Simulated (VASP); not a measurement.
# HgSe (F-43m) in VASP: relaxation of the atoms with r2SCAN

Aim: the relaxation of the atoms of HgSe with r2SCAN.

All numbers are computed with VASP 6.6.1; they aren't measurements. Logs are shortened: lines on timing, memory, paths and dates and some standing lists are left out, and cuts for length are marked.

## 1. The cell of the first run

The structure is cubic, space group F-43m (No. 216). Conventional cell: a = 6.193 Å, b = 6.193 Å, c = 6.193 Å, α = 90.00°, β = 90.00°, γ = 90.00°. Within 3.5 Å of Hg (site symmetry -43m) lie 4 Se at 2.68 Å. Se (site symmetry -43m) has 4 Hg at 2.68 Å within 3.5 Å.

## 2. Relaxation of the atoms, r2SCAN

POSCAR

```
HgSe
1.0
    0.0000000000      3.0963260113      3.0963260113
    3.0963260113      0.0000000000      3.0963260113
    3.0963260113      3.0963260113      0.0000000000
Hg Se
1 1
Direct
    0.0000000000      0.0000000000      0.0000000000
    0.2500000000      0.2500000000      0.2500000000
```

INCAR.step1

```
  ALGO = Normal
  EDIFF = 1E-5
  EDIFFG = -0.01
  ENCUT = 500
  GGA = PE
  GGA_COMPAT = False
  IBRION = 2
  ISMEAR = -1
  LASPH = True
  LCHARG = False
  LREAL = False
  LWAVE = True
  NELM = 120
  NELMIN = 4
  NSW = 100
  PREC = Accurate
  SIGMA = 0.05
```

INCAR.step2

```
  ALGO = Normal
  EDIFF = 1E-7
  EDIFFG = -0.01
  ENCUT = 500
  GGA_COMPAT = False
  IBRION = 2
  ISIF = 2
  ISMEAR = -1
  ISTART = 1
  LASPH = True
  LCHARG = False
  LMIXTAU = True
  LREAL = False
  LWAVE = False
  METAGGA = R2SCAN
  NELM = 120
  NELMIN = 4
  NSW = 50
  PREC = Accurate
  SIGMA = 0.05
```

KPOINTS

```
k-points
0
Gamma
  10 10 10
```

Potentials or basis: VASP PAW PBE potentials, release 64 (Hg, Se).

Started as:

```
cat potpaw_PBE.64/Hg/POTCAR potpaw_PBE.64/Se/POTCAR > POTCAR
cp INCAR.step1 INCAR
mpirun -np 1 vasp_std > vasp.out
cp INCAR.step2 INCAR
mpirun -np 1 vasp_std > vasp.out
```

OUTCAR:

```text
EDIFF = 1E-7
   EDIFFG = -0.01
   ENCUT = 500
   IBRION = 2
   ISIF = 2
   ISMEAR = -1
   ISTART = 1
   LASPH = True
   LREAL = False
   METAGGA = R2SCAN
   NELM = 120
   NELMIN = 4
   NSW = 50
   PREC = Accurate

 ion  position               nearest neighbor table
   1  0.000  0.000  0.000-   2 2.68   2 2.68   2 2.68   2 2.68
   2  0.250  0.250  0.250-   1 2.68   1 2.68   1 2.68   1 2.68

  LATTYP: Found a face centered cubic cell.
 ALAT       =     6.1926520226

  Lattice vectors:

 A1 = (   0.0000000000,   3.0963260113,   3.0963260113)
 A2 = (   3.0963260113,   0.0000000000,   3.0963260113)
 A3 = (   3.0963260113,   3.0963260113,   0.0000000000)

Analysis of symmetry for initial positions (statically):
=====================================================================
 Subroutine PRICEL returns:
 Original cell was already a primitive cell.

 Routine SETGRP: Setting up the symmetry group for a
 face centered cubic supercell.

 Subroutine GETGRP returns: Found 24 space group operations
 (whereof 24 operations were pure point group operations)
 out of a pool of 48 trial point group operations.

The static configuration has the point symmetry T_d .

Analysis of symmetry for dynamics (positions and initial velocities):
=====================================================================
 Subroutine PRICEL returns:
 Original cell was already a primitive cell.

 Routine SETGRP: Setting up the symmetry group for a
 face centered cubic supercell.

 Subroutine GETGRP returns: Found 24 space group operations
 (whereof 24 operations were pure point group operations)
 out of a pool of 48 trial point group operations.

The dynamic configuration has the point symmetry T_d .

 Subroutine INISYM returns: Found 24 space group operations
 (whereof 24 operations are pure point group operations),
 and found     1 'primitive' translations

----------------------------------------------------------------------------------------

                                     Primitive cell

  volume of cell :      59.3704

  direct lattice vectors                    reciprocal lattice vectors
     0.000000000  3.096326011  3.096326011    -0.161481704  0.161481704  0.161481704
     3.096326011  0.000000000  3.096326011     0.161481704 -0.161481704  0.161481704
     3.096326011  3.096326011  0.000000000     0.161481704  0.161481704 -0.161481704

  length of vectors
     4.378866239  4.378866239  4.378866239     0.279694516  0.279694516  0.279694516

  position of ions in fractional coordinates (direct lattice)
     0.000000000  0.000000000  0.000000000
     0.250000000  0.250000000  0.250000000

  ion indices of the primitive-cell ions
   primitive index   ion index
                 1           1
                 2           2

----------------------------------------------------------------------------------------

 KPOINTS: k-points

Automatic generation of k-mesh.
 Grid dimensions read from file:
 generate k-points for:   10   10   10

 Generating k-lattice:

  Cartesian coordinates                     Fractional coordinates (reciprocal lattice)
    -0.016148170  0.016148170  0.016148170     0.100000000  0.000000000  0.000000000
     0.016148170 -0.016148170  0.016148170     0.000000000  0.100000000  0.000000000
     0.016148170  0.016148170 -0.016148170     0.000000000  0.000000000  0.100000000

  Length of vectors
     0.027969452  0.027969452  0.027969452

  Shift w.r.t. Gamma in fractional coordinates (k-lattice)
     0.000000000  0.000000000  0.000000000

 Subroutine IBZKPT returns following result:
 ===========================================

 Found     47 irreducible k-points:

 Following reciprocal coordinates:
            Coordinates               Weight
  0.000000  0.000000  0.000000      1.000000
  0.100000  0.000000  0.000000      8.000000
  0.200000  0.000000  0.000000      8.000000
  0.300000  0.000000  0.000000      8.000000
  0.400000  0.000000  0.000000      8.000000
  0.500000  0.000000  0.000000      4.000000
[... 16 lines left out ...]
  0.300000  0.300000  0.000000      6.000000
  0.400000  0.300000  0.000000     24.000000
 [... further k-points ...]
   k-points           NKPTS =     47   k-points in BZ     NKDIM =     47   number of bands    NBANDS=     13
   number of dos      NEDOS =    301   number of ions     NIONS =      2
   total plane-waves  NPLWV =  32768
   dimension x,y,z NGX =    32 NGY =   32 NGZ =   32
   dimension x,y,z NGXF=    64 NGYF=   64 NGZF=   64
   ions per type =               1   1
   NGX,Y,Z   is equivalent  to a cutoff of  12.15, 12.15, 12.15 a.u.
   NGXF,Y,Z  is equivalent  to a cutoff of  24.30, 24.30, 24.30 a.u.
 SYSTEM =  unknown system
   PREC   = accura    normal or accurate (medium, high low for compatibility)
   ISTART =      1    job   : 0-new  1-cont  2-samecut
   ICHARG =      0    charge: 1-file 2-atom 10-const
   ISPIN  =      1    spin polarized calculation?
   LNONCOLLINEAR =      F non collinear calculations
   LSORBIT =      F    spin-orbit coupling
   LASPH  =      T    aspherical Exc in radial PAW
   ENCUT  =  500.0 eV  36.75 Ry    6.06 a.u.   7.98  7.98  7.98*2*pi/ulx,y,z
   NELM   =    120;   NELMIN=  4; NELMDL=  0     # of ELM steps
   EDIFF  = 0.1E-06   stopping-criterion for ELM
   LREAL  =      F    real-space projection
   EDIFFG = -.1E-01   stopping-criterion for IOM
   NSW    =     50    number of steps for IOM
   IBRION =      2    ionic relax: 0-MD 1-quasi-New 2-CG
   NFREE  =      1    steps in history (QN), initial steepest desc. (CG)
   ISIF   =      2    stress and relaxation
   ISYM   =      2    0-nonsym 1-usesym 2-fastsym
   POTIM  = 0.5000    time-step for ionic-motion
   TEBEG  =    0.0;   TEEND  =   0.0 temperature during run
   PSTRESS=    0.0 pullay stress
   NELECT =      18.0000    total number of electrons
   NUPDOWN=      -1.0000    fix difference up-down
   EMIN   =  10.00;   EMAX   =-10.00  energy-range for DOS
   EFERMI =   0.00;   METHOD = LEGACY
   ISMEAR =    -1;   SIGMA  =   0.05  broadening in eV -4-tet -1-fermi 0-gaus
   EFERMI_NEDOS =   21; number of points for ismear=-14 and -15
   IALGO  =     38    algorithm
   IMIX   =      4    mixing-type and parameters
     AMIX     =   0.40;   BMIX     =  1.00
     AMIX_MAG =   1.60;   BMIX_MAG =  1.00
  volume/ion in A,a.u.               =      29.69       200.33
  Fermi-wavevector in a.u.,A,eV,Ry     =   1.099788  2.078298 16.456705  1.209534
  Thomas-Fermi vector in A             =   2.236188
   LORBIT       =      0    0 simple, 1 ext, 2 COOP (PROOUT), +10 PAW based schemes
   METAGGA = R2SCAN    functional components
   LHFCALC =     F    Hartree Fock is set to
   AEXX    =    0.0000 exact exchange contribution
   IVDW    =     0    specifies the selected vdW correction
   LEPSILON=     F    determine dielectric tensor
   LRPA    =     F    only Hartree local field effects (RPA)
 conjugate gradient relaxation of ions
 non-spin polarized calculation
  energy-cutoff  :      500.00
  volume of cell :       59.37
 maximum number of plane-waves:      1524
   NGX = 15   NGY = 15   NGZ = 15

 number of electron      17.9999996 magnetization

 Free energy of the ion-electron system (eV)
  ---------------------------------------------------
  ext. energy  EPLUGINS =         0.00000000
  ---------------------------------------------------
  free energy    TOTEN  =       -64.15001261 eV

  energy without entropy =      -64.14960780  energy(sigma->0) =      -64.14981021

 E-fermi :   1.0372     XC(G=0):  -9.3844

 val. band max:        0.9498650751   @ k =   0.0000   0.0000   0.0000
 cond. band min:       1.5387799727   @ k =   0.1000   0.0000   0.0000
 fundamental gap:      0.5889148976
 Fermi energy:         1.0372026304

 k-point     1 :       0.0000    0.0000    0.0000
  band No.  band energies     occupation
      1     -12.6181      2.00000
      2      -6.1514      2.00000
      3      -6.1514      2.00000
      4      -6.1514      2.00000
      5      -5.4514      2.00000
      6      -5.4514      2.00000
      7       0.2419      2.00000
      8       0.9499      1.70309
      9       0.9499      1.70309
     10       0.9499      1.70309
     11       6.9513      0.00000
     12       6.9513      0.00000
     13       6.9513      0.00000

 k-point     2 :       0.1000    0.0000    0.0000
  band No.  band energies     occupation
      1     -12.5787      2.00000
      2      -6.1327      2.00000
      3      -6.1327      2.00000
      4      -6.1298      2.00000
      5      -5.4527      2.00000
      6      -5.4527      2.00000
      7      -0.5107      2.00000
      8       0.8545      1.94952
      9       0.8545      1.94952
     10       1.5388      0.00009
     11       6.6364      0.00000
     12       7.0895      0.00000
     13       7.0895      0.00000

 k-point     3 :       0.2000    0.0000    0.0000
  band No.  band energies     occupation
      1     -12.4735      2.00000
      2      -6.0858      2.00000
      3      -6.0858      2.00000
      4      -6.0436      2.00000
      5      -5.4521      2.00000
      6      -5.4521      2.00000
      7      -1.6159      2.00000
      8       0.6175      1.99955
      9       0.6175      1.99955
     10       2.1031      0.00000
     11       6.4921      0.00000
     12       7.3905      0.00000
     13       7.3905      0.00000
[... 305 lines left out ...]
 k-point    23 :       0.3000    0.3000    0.0000
  band No.  band energies     occupation
      1     -12.2462      2.00000
      2      -6.0305      2.00000
      3      -5.8706      2.00000
      4      -5.8706      2.00000
      5      -5.4763      2.00000
      6      -5.3861      2.00000
      7      -2.6451      2.00000
      8      -0.5234      2.00000
      9      -0.5234      2.00000
     10       3.6844      0.00000
     11       4.7396      0.00000
     12       9.0794      0.00000
     13       9.2345      0.00000

 k-point    24 :       0.4000    0.3000    0.0000
  band No.  band energies     occupation
      1     -12.1577      2.00000
      2      -5.9729      2.00000
      3      -5.8102      2.00000
      4      -5.7804      2.00000
      5      -5.3885      2.00000
      6      -5.3756      2.00000
      7      -3.2046      2.00000
      8      -0.8998      2.00000
      9      -0.7455      2.00000
     10       3.8937      0.00000
     11       4.8356      0.00000
     12       8.6530      0.00000
     13       9.6273      0.00000

 [... further k-points ...]

------------------------ aborting loop because EDIFF is reached ----------------------------------------

  FORCE on cell =-STRESS in cart. coord.  units (eV):
  Direction    XX          YY          ZZ          XY          YZ          ZX
  --------------------------------------------------------------------------------------
  -------------------------------------------------------------------------------------
  Total       -0.0054434     -0.0054434     -0.0054434      0.0000000     -0.0000000      0.0000000
  in kB       -0.1468957     -0.1468957     -0.1468957      0.0000000     -0.0000000      0.0000000
  external PRESSURE =      -0.1468957 kB  Pullay stress =       0.0000000 kB

 VOLUME and BASIS-vectors are now :
 -----------------------------------------------------------------------------
  energy-cutoff  :      500.00
  volume of cell :       59.37
      direct lattice vectors                 reciprocal lattice vectors
     0.000000000  3.096326011  3.096326011    -0.161481704  0.161481704  0.161481704
     3.096326011  0.000000000  3.096326011     0.161481704 -0.161481704  0.161481704
     3.096326011  3.096326011  0.000000000     0.161481704  0.161481704 -0.161481704

 POSITION                                       TOTAL-FORCE (eV/Angst)
 -----------------------------------------------------------------------------------
      0.00000      0.00000      0.00000        -0.000000     -0.000000     -0.000000
      1.54816      1.54816      1.54816         0.000000      0.000000      0.000000
 -----------------------------------------------------------------------------------
    total drift:                                0.000000      0.000000      0.000000

  FREE ENERGIE OF THE ION-ELECTRON SYSTEM (eV)
  ---------------------------------------------------
  free  energy   TOTEN  =       -64.1500126146 eV

  energy  without entropy=      -64.1496077960  energy(sigma->0) =      -64.14981021

 reached required accuracy - stopping structural energy minimisation
```

Run time: 64 s. Hardware: 1 thread of Intel Xeon Platinum 8488C (Sapphire Rapids), shared host; peak memory 0.21 GiB.

Results:

```yaml
Free_energy: -64.1500 eV
Pressure_after_relaxing: 0.0 GPa
Band_gap_on_the_k_mesh: zero (filled and empty bands touch)
```

Final structure:
```
Hg Se
1.0
     0.00000    3.09633    3.09633
     3.09633    0.00000    3.09633
     3.09633    3.09633    0.00000
Hg Se
1 1
Direct
  0.00000 0.00000 0.00000
  0.25000 0.25000 0.25000
```

Caveat: the relaxation stopped at its first step, so nothing moved; semilocal functionals underestimate gaps, so a narrow gap can read as zero; the PAW data sets were made with another functional, which shifts forces and pressure a little; spin-orbit coupling is left out, which moves the levels of the heavy elements.
